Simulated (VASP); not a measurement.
# SnSe in VASP: single point with PBEsol

Aim: the single point of SnSe with PBEsol.

Program: VASP 6.6.1. These are calculated values, not measurements. Logs are shortened: lines on timing, memory, paths and dates and some standing lists are left out, and cuts for length are marked.

## 1. The cell of the first run

The cell holds a slab with vacuum, 16 atoms: a = 8.571 Å, b = 8.571 Å, c = 10.991 Å, α = 90.00°, β = 90.00°, γ = 90.00°.

## 2. Single point, PBEsol

The input, INCAR:

```
SYSTEM = SnSe
PREC = Accurate
ENCUT = 500
EDIFF = 1E-6
ISMEAR = -1
SIGMA = 0.05
LREAL = .FALSE.
LASPH = .TRUE.
NELM = 120
ALGO = Normal
ISIF = 2
LWAVE = .FALSE.
LCHARG = .TRUE.
GGA = PS
LELF = .TRUE.
LVHAR = .TRUE.
NBANDS = 94
GGA_COMPAT = .FALSE.
```

The input, KPOINTS:

```
regular mesh
0
G
  2 2 1
  0 0 0
```

The input, POSCAR:

```
SnSe
1.0
    8.5706600000      0.0000000000      0.0000000000
    0.0000000000      8.5706600000      0.0000000000
    0.0000000000      0.0000000000     10.9906900000
Sn Se
8 8
Direct
    0.2500000000      0.0000000000      0.3722300000
    0.0000000000      0.2500000000      0.6277700000
    0.2500000000      0.5000000000      0.3722300000
    0.0000000000      0.7500000000      0.6277700000
    0.7500000000      0.0000000000      0.3722300000
    0.5000000000      0.2500000000      0.6277700000
    0.7500000000      0.5000000000      0.3722300000
    0.5000000000      0.7500000000      0.6277700000
    0.2500000000      0.0000000000      0.6160400000
    0.0000000000      0.2500000000      0.3839600000
    0.2500000000      0.5000000000      0.6160400000
    0.0000000000      0.7500000000      0.3839600000
    0.7500000000      0.0000000000      0.6160400000
    0.5000000000      0.2500000000      0.3839600000
    0.7500000000      0.5000000000      0.6160400000
    0.5000000000      0.7500000000      0.3839600000
```

Potentials or basis: VASP PAW PBE potentials, release 64 (Sn_d, Se).

Command:

```bash
cat potpaw_PBE.64/Sn_d/POTCAR potpaw_PBE.64/Se/POTCAR > POTCAR
mpirun -np 1 vasp_std > vasp.out
```

OUTCAR:

```text
SYSTEM = SnSe
   PREC = Accurate
   ENCUT = 500
   EDIFF = 1E-6
   ISMEAR = -1
   LREAL = .FALSE.
   LASPH = .TRUE.
   NELM = 120
   ISIF = 2
   GGA = PS

 ion  position               nearest neighbor table
   1  0.250  0.000  0.372-   9 2.68  10 3.03  12 3.03  14 3.03  16 3.03
   2  0.000  0.250  0.628-  10 2.68   9 3.03  11 3.03  13 3.03  15 3.03
   3  0.250  0.500  0.372-  11 2.68  10 3.03  12 3.03  14 3.03  16 3.03
   4  0.000  0.750  0.628-  12 2.68  11 3.03   9 3.03  13 3.03  15 3.03
   5  0.750  0.000  0.372-  13 2.68  12 3.03  10 3.03  14 3.03  16 3.03
   6  0.500  0.250  0.628-  14 2.68  11 3.03  13 3.03   9 3.03  15 3.03
[... 8 lines left out ...]
  15  0.750  0.500  0.616-   7 2.68   4 3.03   6 3.03   2 3.03   8 3.03
  16  0.500  0.750  0.384-   8 2.68   3 3.03   5 3.03   7 3.03   1 3.03

  LATTYP: Found a simple tetragonal cell.
 ALAT       =     8.5706600000
 C/A-ratio  =     1.2823621518

  Lattice vectors:

 A1 = (   8.5706600000,   0.0000000000,   0.0000000000)
 A2 = (   0.0000000000,   8.5706600000,   0.0000000000)
 A3 = (   0.0000000000,   0.0000000000,  10.9906900000)

Analysis of symmetry for initial positions (statically):
=====================================================================
 Subroutine PRICEL returns following result:

  LATTYP: Found a simple tetragonal cell.
 ALAT       =     4.2853300000
 C/A-ratio  =     2.5647243036

  Lattice vectors:

 A1 = (   4.2853300000,   0.0000000000,   0.0000000000)
 A2 = (   0.0000000000,   4.2853300000,   0.0000000000)
 A3 = (   0.0000000000,   0.0000000000,  10.9906900000)

   4 primitive cells build up your supercell.

 Routine SETGRP: Setting up the symmetry group for a
 simple tetragonal supercell.

 Subroutine GETGRP returns: Found 16 space group operations
 (whereof  8 operations were pure point group operations)
 out of a pool of 16 trial point group operations.

The static configuration has the point symmetry D_2d.
 The point group associated with its full space group is D_4h.

Analysis of symmetry for dynamics (positions and initial velocities):
=====================================================================
 Subroutine PRICEL returns following result:

  LATTYP: Found a simple tetragonal cell.
 ALAT       =     4.2853300000
 C/A-ratio  =     2.5647243036

  Lattice vectors:

 A1 = (   4.2853300000,   0.0000000000,   0.0000000000)
 A2 = (   0.0000000000,   4.2853300000,   0.0000000000)
 A3 = (   0.0000000000,   0.0000000000,  10.9906900000)

   4 primitive cells build up your supercell.

 Routine SETGRP: Setting up the symmetry group for a
 simple tetragonal supercell.

 Subroutine GETGRP returns: Found 16 space group operations
 (whereof  8 operations were pure point group operations)
 out of a pool of 16 trial point group operations.

The dynamic configuration has the point symmetry D_2d.
 The point group associated with its full space group is D_4h.

 Subroutine INISYM returns: Found 16 space group operations
 (whereof  8 operations are pure point group operations),
 and found     4 'primitive' translations

----------------------------------------------------------------------------------------

                                     Primitive cell

  volume of cell :     201.8336

  direct lattice vectors                    reciprocal lattice vectors
     4.285330000  0.000000000  0.000000000     0.233354257  0.000000000  0.000000000
     0.000000000  4.285330000  0.000000000     0.000000000  0.233354257  0.000000000
     0.000000000  0.000000000 10.990690000     0.000000000  0.000000000  0.090986098

  length of vectors
     4.285330000  4.285330000 10.990690000     0.233354257  0.233354257  0.090986098

  position of ions in fractional coordinates (direct lattice)
     0.500000000  0.000000000  0.372230000
     0.000000000  0.500000000  0.627770000
     0.500000000  0.000000000  0.616040000
     0.000000000  0.500000000  0.383960000

  ion indices of the primitive-cell ions
   primitive index   ion index
                 1           1
                 2           2
                 3           9
                 4          10

----------------------------------------------------------------------------------------

 KPOINTS: regular mesh

Automatic generation of k-mesh.
 Grid dimensions read from file:
 generate k-points for:    2    2    1

 Generating k-lattice:

  Cartesian coordinates                     Fractional coordinates (reciprocal lattice)
     0.058338564  0.000000000  0.000000000     0.500000000  0.000000000  0.000000000
     0.000000000  0.058338564  0.000000000     0.000000000  0.500000000  0.000000000
     0.000000000  0.000000000  0.090986098     0.000000000  0.000000000  1.000000000

  Length of vectors
     0.058338564  0.058338564  0.090986098

  Shift w.r.t. Gamma in fractional coordinates (k-lattice)
     0.000000000  0.000000000  0.000000000

 Subroutine IBZKPT returns following result:
 ===========================================

 Found      3 irreducible k-points:

 Following reciprocal coordinates:
            Coordinates               Weight
  0.000000  0.000000  0.000000      1.000000
  0.500000  0.000000  0.000000      2.000000
  0.500000  0.500000  0.000000      1.000000
   k-points           NKPTS =      3   k-points in BZ     NKDIM =      3   number of bands    NBANDS=     94
   number of dos      NEDOS =    301   number of ions     NIONS =     16
   total plane-waves  NPLWV = 327680
   dimension x,y,z NGX =    64 NGY =   64 NGZ =   80
   dimension x,y,z NGXF=   128 NGYF=  128 NGZF=  160
   ions per type =               8   8
   NGX,Y,Z   is equivalent  to a cutoff of  12.41, 12.41, 12.10 a.u.
   NGXF,Y,Z  is equivalent  to a cutoff of  24.83, 24.83, 24.20 a.u.
 SYSTEM =  SnSe
   PREC   = accura    normal or accurate (medium, high low for compatibility)
   ISTART =      0    job   : 0-new  1-cont  2-samecut
   ICHARG =      2    charge: 1-file 2-atom 10-const
   ISPIN  =      1    spin polarized calculation?
   LNONCOLLINEAR =      F non collinear calculations
   LSORBIT =      F    spin-orbit coupling
   LASPH  =      T    aspherical Exc in radial PAW
   ENCUT  =  500.0 eV  36.75 Ry    6.06 a.u.  15.63 15.63 20.04*2*pi/ulx,y,z
   NELM   =    120;   NELMIN=  2; NELMDL= -5     # of ELM steps
   EDIFF  = 0.1E-05   stopping-criterion for ELM
   LREAL  =      F    real-space projection
   EDIFFG = 0.1E-04   stopping-criterion for IOM
   NSW    =      0    number of steps for IOM
   IBRION =     -1    ionic relax: 0-MD 1-quasi-New 2-CG
   NFREE  =      0    steps in history (QN), initial steepest desc. (CG)
   ISIF   =      2    stress and relaxation
   ISYM   =      2    0-nonsym 1-usesym 2-fastsym
   POTIM  = 0.5000    time-step for ionic-motion
   TEBEG  =    0.0;   TEEND  =   0.0 temperature during run
   PSTRESS=    0.0 pullay stress
   NELECT =     160.0000    total number of electrons
   NUPDOWN=      -1.0000    fix difference up-down
   EMIN   =  10.00;   EMAX   =-10.00  energy-range for DOS
   EFERMI =   0.00;   METHOD = LEGACY
   ISMEAR =    -1;   SIGMA  =   0.05  broadening in eV -4-tet -1-fermi 0-gaus
   EFERMI_NEDOS =   21; number of points for ismear=-14 and -15
   IALGO  =     38    algorithm
   IMIX   =      4    mixing-type and parameters
     AMIX     =   0.40;   BMIX     =  1.00
     AMIX_MAG =   1.60;   BMIX_MAG =  1.00
  volume/ion in A,a.u.               =      50.46       340.51
  Fermi-wavevector in a.u.,A,eV,Ry     =   0.954473  1.803692 12.395163  0.911019
  Thomas-Fermi vector in A             =   2.083223
   LORBIT       =      0    0 simple, 1 ext, 2 COOP (PROOUT), +10 PAW based schemes
   GGA     = PS    functional components
   LHFCALC =     F    Hartree Fock is set to
   AEXX    =    0.0000 exact exchange contribution
   IVDW    =     0    specifies the selected vdW correction
   LEPSILON=     F    determine dielectric tensor
   LRPA    =     F    only Hartree local field effects (RPA)
 non-spin polarized calculation
  energy-cutoff  :      500.00
  volume of cell :      807.33
 maximum number of plane-waves:     20524
 NGX is ok and might be reduce to    64
   NGX = 31   NGY = 31   NGZ = 41

 number of electron     160.0000134 magnetization

 Free energy of the ion-electron system (eV)
  ---------------------------------------------------
  ext. energy  EPLUGINS =         0.00000000
  ---------------------------------------------------
  free energy    TOTEN  =       -70.46316008 eV

  energy without entropy =      -70.46315975  energy(sigma->0) =      -70.46315991

 E-fermi :   1.2320     XC(G=0):  -6.0934

 val. band max:        0.4162224643   @ k =   0.5000   0.5000   0.0000
 cond. band min:       2.0551459222   @ k =   0.0000   0.0000   0.0000
 fundamental gap:      1.6389234580
 Fermi energy:         1.2320354873

 k-point     1 :       0.0000    0.0000    0.0000
  band No.  band energies     occupation
      1     -20.4661      2.00000
      2     -20.4661      2.00000
      3     -20.4518      2.00000
      4     -20.4491      2.00000
      5     -20.4491      2.00000
      6     -20.4491      2.00000
[... 84 lines left out ...]
     91       3.7112      0.00000
     92       3.7112      0.00000

 k-point     2 :       0.5000    0.0000    0.0000
  band No.  band energies     occupation
      1     -20.4581      2.00000
      2     -20.4581      2.00000
      3     -20.4581      2.00000
      4     -20.4581      2.00000
      5     -20.4473      2.00000
      6     -20.4473      2.00000
[... 84 lines left out ...]
     91       4.1971      0.00000
     92       4.2054      0.00000

 k-point     3 :       0.5000    0.5000    0.0000
  band No.  band energies     occupation
      1     -20.4529      2.00000
      2     -20.4529      2.00000
      3     -20.4529      2.00000
      4     -20.4529      2.00000
      5     -20.4517      2.00000
      6     -20.4517      2.00000
[... 84 lines left out ...]
     91       3.1046      0.00000
     92       3.1046      0.00000
 [bands above 92 left out]

------------------------ aborting loop because EDIFF is reached ----------------------------------------

  FORCE on cell =-STRESS in cart. coord.  units (eV):
  Direction    XX          YY          ZZ          XY          YZ          ZX
  --------------------------------------------------------------------------------------
  -------------------------------------------------------------------------------------
  Total       -5.3658310     -5.3658310     -1.8045797      0.0000000      0.0000000      0.0000000
  in kB      -10.6486385    -10.6486385     -3.5812377      0.0000000      0.0000000      0.0000000
  external PRESSURE =      -8.2928382 kB  Pullay stress =       0.0000000 kB

 VOLUME and BASIS-vectors are now :
 -----------------------------------------------------------------------------
  energy-cutoff  :      500.00
  volume of cell :      807.33
      direct lattice vectors                 reciprocal lattice vectors
     8.570660000  0.000000000  0.000000000     0.116677129  0.000000000  0.000000000
     0.000000000  8.570660000  0.000000000     0.000000000  0.116677129  0.000000000
     0.000000000  0.000000000 10.990690000     0.000000000  0.000000000  0.090986098

 POSITION                                       TOTAL-FORCE (eV/Angst)
 -----------------------------------------------------------------------------------
      2.14267      0.00000      4.09106        -0.000000     -0.000000      0.138964
      0.00000      2.14267      6.89963         0.000000      0.000000     -0.138964
      2.14267      4.28533      4.09106         0.000000     -0.000000      0.138964
      0.00000      6.42800      6.89963         0.000000      0.000000     -0.138964
      6.42800      0.00000      4.09106        -0.000000     -0.000000      0.138964
      4.28533      2.14267      6.89963        -0.000000      0.000000     -0.138964
[... 8 lines left out ...]
      6.42800      4.28533      6.77070         0.000000      0.000000      0.016141
      4.28533      6.42800      4.21999         0.000000      0.000000     -0.016141
 -----------------------------------------------------------------------------------
    total drift:                                0.000000     -0.000000      0.000000

  FREE ENERGIE OF THE ION-ELECTRON SYSTEM (eV)
  ---------------------------------------------------
  free  energy   TOTEN  =       -70.4631600765 eV

  energy  without entropy=      -70.4631597505  energy(sigma->0) =      -70.46315991
```

Wall time 4 min (1 thread of AMD EPYC 9R45 (Zen 5), shared host); peak memory 0.67 GiB.

What came out:

- Free energy: -70.4632 eV
- Largest force: 0.139 eV/Å
- Band gap on the k mesh: 1.64 eV

Forces on the atoms (eV/Å):
```
Sn   0.000  0.000  0.139
Sn   0.000  0.000 -0.139
Sn   0.000  0.000  0.139
Sn   0.000  0.000 -0.139
Sn   0.000  0.000  0.139
Sn   0.000  0.000 -0.139
Sn   0.000  0.000  0.139
Sn   0.000  0.000 -0.139
Se   0.000  0.000  0.016
Se   0.000  0.000 -0.016
Se   0.000  0.000  0.016
Se   0.000  0.000 -0.016
Se   0.000  0.000  0.016
Se   0.000  0.000 -0.016
Se   0.000  0.000  0.016
Se   0.000  0.000 -0.016
```

Caveat: the PAW data sets were made with another functional, which shifts forces and pressure a little; spin-orbit coupling is left out, which moves the levels of the heavy elements.
